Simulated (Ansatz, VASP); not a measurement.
## GaN: VASP beside Ansatz

```
Ga N
1.0
     0.00000    2.24913    2.24913
     2.24913    0.00000    2.24913
     2.24913    2.24913    0.00000
Ga N
1 1
Direct
  0.00000 0.00000 0.00000
  0.25000 0.25000 0.25000
```

Alike in both runs: task single point; functional PBEsol; k mesh 8 × 8 × 8; no spin polarisation.

|  | VASP | Ansatz |
| --- | --- | --- |
| version | VASP 6.6.1 | Ansatz 0.2.0 |
| potentials or method | VASP PAW PBE potentials, release 64 (Ga_d, N), cutoff 520 eV | all-electron LAPW, scalar-relativistic |
| occupations | gaussian, width 0.01 eV | fixed |

Ansatz gave:

```
gap on the k mesh at the Fermi level (eV) : 1.72
pressure (GPa)                            : 0.0
```

Problem. Which values does VASP return?

Solution. gap on the k mesh at the Fermi level (eV): 1.72; pressure (GPa): -0.2.

VASP's potentials were made for PBE, not for PBEsol. Ansatz ran all-electron here, and VASP with PAW potentials.
